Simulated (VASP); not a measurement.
# InPt3 (Pm-3m) in VASP: a series of runs

Runs on InPt3. Level: LDA. Tasks: single point, relaxation of cell and atoms.

Everything below comes from runs of VASP 6.6.1. Logs are shortened: lines on timing, memory, paths and dates and some standing lists are left out, and cuts for length are marked.

**1. The cell of the first run**

Symmetry: Pm-3m, No. 221, cubic system. The conventional cell has a = 3.896 Å, b = 3.896 Å, c = 3.896 Å, α = 90.00°, β = 90.00°, γ = 90.00°. In (site symmetry m-3m) has 12 Pt at 2.76 Å within 3.6 Å. Pt (site symmetry 4/mmm) has 4 In at 2.76 Å and 8 Pt at 2.76 Å within 3.6 Å.

**2. Single point, LDA**

File INCAR:

```
SYSTEM = InPt3
ALGO     = Normal         ! electronic algorithm
EDIFF    = 1E-6           ! SCF threshold, eV
ENCUT    = 500            ! plane-wave cutoff, eV
GGA_COMPAT= .FALSE.      
ISIF     = 2              ! what is computed and relaxed
ISMEAR   = -1             ! smearing method
LASPH    = .TRUE.         ! aspherical terms in the spheres
LCHARG   = .TRUE.         ! write CHGCAR
LELF     = .TRUE.         ! ELF
LREAL    = .FALSE.        ! projectors in reciprocal space
LVHAR    = .TRUE.       
LWAVE    = .FALSE.        ! write WAVECAR
NBANDS   = 30             ! bands
NELM     = 120            ! most SCF steps
PREC     = Accurate       ! precision mode
SIGMA    = 0.15           ! smearing width, eV
```

File KPOINTS:

```
k-points
0
G
  12 12 12
  0 0 0
```

File POSCAR:

```
InPt3
1.0
    3.8962432047      0.0000000000      0.0000000000
    0.0000000000      3.8962432047      0.0000000000
    0.0000000000      0.0000000000      3.8962432047
In Pt
1 3
Direct
    0.0000000000      0.0000000000      0.0000000000
    0.5000000000      0.5000000000      0.0000000000
    0.0000000000      0.5000000000      0.5000000000
    0.5000000000      0.0000000000      0.5000000000
```

Potentials or basis: VASP PAW LDA potentials, release 64 (In_d, Pt).

Started as:

```
$ cat potpaw_LDA.64/In_d/POTCAR potpaw_LDA.64/Pt/POTCAR > POTCAR
$ mpirun -np 1 vasp_std > vasp.out
```

OUTCAR:

```text
SYSTEM = InPt3
   EDIFF = 1E-6
   ENCUT = 500
   ISIF = 2
   ISMEAR = -1
   LASPH = .TRUE.
   LREAL = .FALSE.
   NELM = 120
   PREC = Accurate

 ion  position               nearest neighbor table
   1  0.000  0.000  0.000-   2 2.76   3 2.76   4 2.76   3 2.76   4 2.76   2 2.76   3 2.76   3 2.76
                             2 2.76   4 2.76   4 2.76   2 2.76
   2  0.500  0.500  0.000-   1 2.76   3 2.76   4 2.76   3 2.76   4 2.76   1 2.76   4 2.76   4 2.76
                             1 2.76   3 2.76   3 2.76   1 2.76
   3  0.000  0.500  0.500-   1 2.76   2 2.76   4 2.76   1 2.76   2 2.76   1 2.76   4 2.76   1 2.76
                             2 2.76   4 2.76   2 2.76   4 2.76
   4  0.500  0.000  0.500-   1 2.76   2 2.76   3 2.76   1 2.76   2 2.76   2 2.76   3 2.76   2 2.76
                             1 2.76   3 2.76   1 2.76   3 2.76

  LATTYP: Found a simple cubic cell.
 ALAT       =     3.8962432047

  Lattice vectors:

 A1 = (   3.8962432047,   0.0000000000,   0.0000000000)
 A2 = (   0.0000000000,   3.8962432047,   0.0000000000)
 A3 = (   0.0000000000,   0.0000000000,   3.8962432047)

Analysis of symmetry for initial positions (statically):
=====================================================================
 Subroutine PRICEL returns:
 Original cell was already a primitive cell.

 Routine SETGRP: Setting up the symmetry group for a
 simple cubic supercell.

 Subroutine GETGRP returns: Found 48 space group operations
 (whereof 48 operations were pure point group operations)
 out of a pool of 48 trial point group operations.

The static configuration has the point symmetry O_h .

Analysis of symmetry for dynamics (positions and initial velocities):
=====================================================================
 Subroutine PRICEL returns:
 Original cell was already a primitive cell.

 Routine SETGRP: Setting up the symmetry group for a
 simple cubic supercell.

 Subroutine GETGRP returns: Found 48 space group operations
 (whereof 48 operations were pure point group operations)
 out of a pool of 48 trial point group operations.

The dynamic configuration has the point symmetry O_h .

 Subroutine INISYM returns: Found 48 space group operations
 (whereof 48 operations are pure point group operations),
 and found     1 'primitive' translations

----------------------------------------------------------------------------------------

                                     Primitive cell

  volume of cell :      59.1477

  direct lattice vectors                    reciprocal lattice vectors
     3.896243205  0.000000000  0.000000000     0.256657490  0.000000000  0.000000000
     0.000000000  3.896243205  0.000000000     0.000000000  0.256657490  0.000000000
     0.000000000  0.000000000  3.896243205     0.000000000  0.000000000  0.256657490

  length of vectors
     3.896243205  3.896243205  3.896243205     0.256657490  0.256657490  0.256657490

  position of ions in fractional coordinates (direct lattice)
     0.000000000  0.000000000  0.000000000
     0.500000000  0.500000000  0.000000000
     0.000000000  0.500000000  0.500000000
     0.500000000  0.000000000  0.500000000

  ion indices of the primitive-cell ions
   primitive index   ion index
                 1           1
                 2           2
                 3           3
                 4           4

----------------------------------------------------------------------------------------

 KPOINTS: k-points

Automatic generation of k-mesh.
 Grid dimensions read from file:
 generate k-points for:   12   12   12

 Generating k-lattice:

  Cartesian coordinates                     Fractional coordinates (reciprocal lattice)
     0.021388124  0.000000000  0.000000000     0.083333333  0.000000000  0.000000000
     0.000000000  0.021388124  0.000000000     0.000000000  0.083333333  0.000000000
     0.000000000  0.000000000  0.021388124     0.000000000  0.000000000  0.083333333

  Length of vectors
     0.021388124  0.021388124  0.021388124

  Shift w.r.t. Gamma in fractional coordinates (k-lattice)
     0.000000000  0.000000000  0.000000000

 Subroutine IBZKPT returns following result:
 ===========================================

 Found     84 irreducible k-points:

 Following reciprocal coordinates:
            Coordinates               Weight
  0.000000  0.000000  0.000000      1.000000
  0.083333  0.000000  0.000000      6.000000
  0.166667  0.000000  0.000000      6.000000
  0.250000  0.000000  0.000000      6.000000
  0.333333  0.000000  0.000000      6.000000
  0.416667  0.000000  0.000000      6.000000
[... 16 lines left out ...]
  0.333333  0.333333  0.000000     12.000000
  0.416667  0.333333  0.000000     24.000000
 [... further k-points ...]
   k-points           NKPTS =     84   k-points in BZ     NKDIM =     84   number of bands    NBANDS=     30
   number of dos      NEDOS =    301   number of ions     NIONS =      4
   total plane-waves  NPLWV =  21952
   dimension x,y,z NGX =    28 NGY =   28 NGZ =   28
   dimension x,y,z NGXF=    56 NGYF=   56 NGZF=   56
   ions per type =               1   3
   NGX,Y,Z   is equivalent  to a cutoff of  11.95, 11.95, 11.95 a.u.
   NGXF,Y,Z  is equivalent  to a cutoff of  23.89, 23.89, 23.89 a.u.
 SYSTEM =  InPt3
   PREC   = accura    normal or accurate (medium, high low for compatibility)
   ISTART =      0    job   : 0-new  1-cont  2-samecut
   ICHARG =      2    charge: 1-file 2-atom 10-const
   ISPIN  =      1    spin polarized calculation?
   LNONCOLLINEAR =      F non collinear calculations
   LSORBIT =      F    spin-orbit coupling
   LASPH  =      T    aspherical Exc in radial PAW
   ENCUT  =  500.0 eV  36.75 Ry    6.06 a.u.   7.10  7.10  7.10*2*pi/ulx,y,z
   NELM   =    120;   NELMIN=  2; NELMDL= -5     # of ELM steps
   EDIFF  = 0.1E-05   stopping-criterion for ELM
   LREAL  =      F    real-space projection
   EDIFFG = 0.1E-04   stopping-criterion for IOM
   NSW    =      0    number of steps for IOM
   IBRION =     -1    ionic relax: 0-MD 1-quasi-New 2-CG
   NFREE  =      0    steps in history (QN), initial steepest desc. (CG)
   ISIF   =      2    stress and relaxation
   ISYM   =      2    0-nonsym 1-usesym 2-fastsym
   POTIM  = 0.5000    time-step for ionic-motion
   TEBEG  =    0.0;   TEEND  =   0.0 temperature during run
   PSTRESS=    0.0 pullay stress
   NELECT =      43.0000    total number of electrons
   NUPDOWN=      -1.0000    fix difference up-down
   EMIN   =  10.00;   EMAX   =-10.00  energy-range for DOS
   EFERMI =   0.00;   METHOD = LEGACY
   ISMEAR =    -1;   SIGMA  =   0.15  broadening in eV -4-tet -1-fermi 0-gaus
   EFERMI_NEDOS =   21; number of points for ismear=-14 and -15
   IALGO  =     38    algorithm
   IMIX   =      4    mixing-type and parameters
     AMIX     =   0.40;   BMIX     =  1.00
     AMIX_MAG =   1.60;   BMIX_MAG =  1.00
  volume/ion in A,a.u.               =      14.79        99.79
  Fermi-wavevector in a.u.,A,eV,Ry     =   1.472035  2.781744 29.482305  2.166888
  Thomas-Fermi vector in A             =   2.587099
   LORBIT       =      0    0 simple, 1 ext, 2 COOP (PROOUT), +10 PAW based schemes
   GGA     = CA    functional components
   LHFCALC =     F    Hartree Fock is set to
   AEXX    =    0.0000 exact exchange contribution
   IVDW    =     0    specifies the selected vdW correction
   LEPSILON=     F    determine dielectric tensor
   LRPA    =     F    only Hartree local field effects (RPA)
 non-spin polarized calculation
  energy-cutoff  :      500.00
  volume of cell :       59.15
 maximum number of plane-waves:      1518
   NGX = 15   NGY = 15   NGZ = 15

 number of electron      43.0000008 magnetization

 Free energy of the ion-electron system (eV)
  ---------------------------------------------------
  ext. energy  EPLUGINS =         0.00000000
  ---------------------------------------------------
  free energy    TOTEN  =       -27.20499194 eV

  energy without entropy =      -27.02831531  energy(sigma->0) =      -27.11665363

 E-fermi :  12.3577     XC(G=0): -13.7243

 val. band max:       12.3502455782   @ k =   0.3333   0.1667   0.0833
 cond. band min:      12.3658003703   @ k =   0.2500   0.1667   0.0000
 fundamental gap:      0.0155547921
 Fermi energy:        12.3577358516

 k-point     1 :       0.0000    0.0000    0.0000
  band No.  band energies     occupation
      1      -2.2233      2.00000
      2      -2.2233      2.00000
      3      -2.1381      2.00000
      4      -2.1381      2.00000
      5      -2.1381      2.00000
      6       0.9655      2.00000
[... 22 lines left out ...]
     29      21.7150      0.00000
     30      21.7150      0.00000

 k-point     2 :       0.0833    0.0000    0.0000
  band No.  band energies     occupation
      1      -2.2163      2.00000
      2      -2.2100      2.00000
      3      -2.1363      2.00000
      4      -2.1315      2.00000
      5      -2.1315      2.00000
      6       1.0552      2.00000
[... 22 lines left out ...]
     29      21.7922      0.00000
     30      22.1273      0.00000

 k-point     3 :       0.1667    0.0000    0.0000
  band No.  band energies     occupation
      1      -2.1973      2.00000
      2      -2.1736      2.00000
      3      -2.1314      2.00000
      4      -2.1133      2.00000
      5      -2.1133      2.00000
      6       1.3220      2.00000
[... 22 lines left out ...]
     29      21.7985      0.00000
     30      22.6278      0.00000

 k-point     4 :       0.2500    0.0000    0.0000
  band No.  band energies     occupation
      1      -2.1714      2.00000
      2      -2.1247      2.00000
      3      -2.1236      2.00000
      4      -2.0881      2.00000
      5      -2.0881      2.00000
      6       1.7587      2.00000
[... 616 lines left out ...]
     29      23.4836      0.00000
     30      24.8862      0.00000

 k-point    23 :       0.3333    0.3333    0.0000
  band No.  band energies     occupation
      1      -2.1350      2.00000
      2      -2.0656      2.00000
      3      -2.0621      2.00000
      4      -2.0538      2.00000
      5      -1.9721      2.00000
      6       3.5145      2.00000
[... 22 lines left out ...]
     29      22.9036      0.00000
     30      23.3085      0.00000

 k-point    24 :       0.4167    0.3333    0.0000
  band No.  band energies     occupation
      1      -2.1411      2.00000
      2      -2.0616      2.00000
      3      -2.0572      2.00000
      4      -2.0426      2.00000
      5      -1.9424      2.00000
      6       4.0597      2.00000
[... 22 lines left out ...]
     29      22.5353      0.00000
     30      24.0053      0.00000

 [... further k-points ...]

------------------------ aborting loop because EDIFF is reached ----------------------------------------

  FORCE on cell =-STRESS in cart. coord.  units (eV):
  Direction    XX          YY          ZZ          XY          YZ          ZX
  --------------------------------------------------------------------------------------
  -------------------------------------------------------------------------------------
  Total        5.9377701      5.9377701      5.9377701     -0.0000000      0.0000000     -0.0000000
  in kB      160.8406375    160.8406375    160.8406375     -0.0000000      0.0000000     -0.0000000
  external PRESSURE =     160.8406375 kB  Pullay stress =       0.0000000 kB

 VOLUME and BASIS-vectors are now :
 -----------------------------------------------------------------------------
  energy-cutoff  :      500.00
  volume of cell :       59.15
      direct lattice vectors                 reciprocal lattice vectors
     3.896243205  0.000000000  0.000000000     0.256657490  0.000000000  0.000000000
     0.000000000  3.896243205  0.000000000     0.000000000  0.256657490  0.000000000
     0.000000000  0.000000000  3.896243205     0.000000000  0.000000000  0.256657490

 POSITION                                       TOTAL-FORCE (eV/Angst)
 -----------------------------------------------------------------------------------
      0.00000      0.00000      0.00000         0.000000      0.000000      0.000000
      1.94812      1.94812      0.00000         0.000000      0.000000      0.000000
      0.00000      1.94812      1.94812         0.000000      0.000000      0.000000
      1.94812      0.00000      1.94812         0.000000      0.000000      0.000000
 -----------------------------------------------------------------------------------
    total drift:                                0.000000      0.000000      0.000000

  FREE ENERGIE OF THE ION-ELECTRON SYSTEM (eV)
  ---------------------------------------------------
  free  energy   TOTEN  =       -27.2049919406 eV

  energy  without entropy=      -27.0283153123  energy(sigma->0) =      -27.11665363
```

It took 38 s on 1 thread of AMD EPYC 9R45 (Zen 5), shared host; peak memory 0.2 GiB.

Results:

| Property | Result |
| --- | --- |
| Free energy | -27.2050 eV |
| Pressure | 16.1 GPa |
| Band gap on the k mesh | zero (an odd number of electrons rules out a gap without spin polarisation) |

Caveat: the cell stands under pressure; spin-orbit coupling is left out, which moves the levels of the heavy elements.

**3. Single point, LDA**

File INCAR:

```
SYSTEM = InPt3
ALGO = Normal ; EDIFF = 1E-6
ENCUT = 500 ; GGA_COMPAT = .FALSE.
ISIF = 2 ; ISMEAR = -1
LASPH = .TRUE. ; LCHARG = .FALSE.
LREAL = .FALSE. ; LWAVE = .FALSE.
NBANDS = 30 ; NELM = 120
PREC = Accurate ; SIGMA = 0.15
```

File KPOINTS:

```
k-points
0
G
  10 10 10
  0 0 0
```

POSCAR is that of step 2.

Potentials or basis: VASP PAW LDA potentials, release 64 (In_d, Pt).

Started as:

```
$ cat potpaw_LDA.64/In_d/POTCAR potpaw_LDA.64/Pt/POTCAR > POTCAR
$ mpirun -np 1 vasp_std > vasp.out
```

OUTCAR:

```text
SYSTEM = InPt3
   EDIFF = 1E-6
   ENCUT = 500
   ISIF = 2
   ISMEAR = -1
   LASPH = .TRUE.
   LREAL = .FALSE.
   NELM = 120
   PREC = Accurate

 ion  position               nearest neighbor table
   1  0.000  0.000  0.000-   2 2.76   3 2.76   4 2.76   3 2.76   4 2.76   2 2.76   3 2.76   3 2.76
                             2 2.76   4 2.76   4 2.76   2 2.76
   2  0.500  0.500  0.000-   1 2.76   3 2.76   4 2.76   3 2.76   4 2.76   1 2.76   4 2.76   4 2.76
                             1 2.76   3 2.76   3 2.76   1 2.76
   3  0.000  0.500  0.500-   1 2.76   2 2.76   4 2.76   1 2.76   2 2.76   1 2.76   4 2.76   1 2.76
                             2 2.76   4 2.76   2 2.76   4 2.76
   4  0.500  0.000  0.500-   1 2.76   2 2.76   3 2.76   1 2.76   2 2.76   2 2.76   3 2.76   2 2.76
                             1 2.76   3 2.76   1 2.76   3 2.76

  LATTYP: Found a simple cubic cell.
 ALAT       =     3.8962432047

  Lattice vectors:

 A1 = (   3.8962432047,   0.0000000000,   0.0000000000)
 A2 = (   0.0000000000,   3.8962432047,   0.0000000000)
 A3 = (   0.0000000000,   0.0000000000,   3.8962432047)

Analysis of symmetry for initial positions (statically):
=====================================================================
 Subroutine PRICEL returns:
 Original cell was already a primitive cell.

[... 177 lines left out ...]
 Fermi energy:        12.3565715181

 k-point     1 :       0.0000    0.0000    0.0000
  band No.  band energies     occupation
      1      -2.2230      2.00000
      2      -2.2230      2.00000
      3      -2.1378      2.00000
      4      -2.1378      2.00000
      5      -2.1378      2.00000
      6       0.9655      2.00000
[... 781 lines left out ...]
     29      22.7542      0.00000
     30      23.3495      0.00000

 [... further k-points ...]

------------------------ aborting loop because EDIFF is reached ----------------------------------------

  FORCE on cell =-STRESS in cart. coord.  units (eV):
  Direction    XX          YY          ZZ          XY          YZ          ZX
  --------------------------------------------------------------------------------------
  -------------------------------------------------------------------------------------
  Total        5.9325834      5.9325834      5.9325834      0.0000000     -0.0000000      0.0000000
  in kB      160.7001411    160.7001411    160.7001411      0.0000000     -0.0000000      0.0000000
  external PRESSURE =     160.7001411 kB  Pullay stress =       0.0000000 kB

 VOLUME and BASIS-vectors are now :
 -----------------------------------------------------------------------------
  energy-cutoff  :      500.00
  volume of cell :       59.15
      direct lattice vectors                 reciprocal lattice vectors
     3.896243205  0.000000000  0.000000000     0.256657490  0.000000000  0.000000000
     0.000000000  3.896243205  0.000000000     0.000000000  0.256657490  0.000000000
     0.000000000  0.000000000  3.896243205     0.000000000  0.000000000  0.256657490

 POSITION                                       TOTAL-FORCE (eV/Angst)
 -----------------------------------------------------------------------------------
      0.00000      0.00000      0.00000         0.000000      0.000000      0.000000
      1.94812      1.94812      0.00000         0.000000      0.000000      0.000000
      0.00000      1.94812      1.94812         0.000000      0.000000      0.000000
      1.94812      0.00000      1.94812         0.000000      0.000000      0.000000
 -----------------------------------------------------------------------------------
    total drift:                                0.000000      0.000000      0.000000

  FREE ENERGIE OF THE ION-ELECTRON SYSTEM (eV)
  ---------------------------------------------------
  free  energy   TOTEN  =       -27.2050138216 eV

  energy  without entropy=      -27.0296244350  energy(sigma->0) =      -27.11731913
```

stdout:

```text
POSCAR found type information on POSCAR InPt
 POSCAR found :  2 types and       4 ions
 scaLAPACK will be used
 LDA part: xc-table for (Slater(with rela. corr.)+CA(PZ))
 , standard interpolation
 POSCAR, INCAR and KPOINTS ok, starting setup
 FFT: planning ... GRIDC
 FFT: planning ... GRID_SOFT
 FFT: planning ... GRID
 WAVECAR not read
 entering main loop
```

Run time: 24 s. Hardware: 1 thread of AMD EPYC 9R45 (Zen 5), shared host; peak memory 0.17 GiB.

Results:

| Quantity | Value |
| --- | --- |
| Free energy | -27.2050 eV |
| Pressure | 16.1 GPa |
| Band gap on the k mesh | zero (an odd number of electrons rules out a gap without spin polarisation) |

Caveat: the cell stands under pressure; spin-orbit coupling is left out, which moves the levels of the heavy elements.

[end of part 1 of 2]

The gap in the log of VASP goes by the Fermi energy; the results here count the filled bands.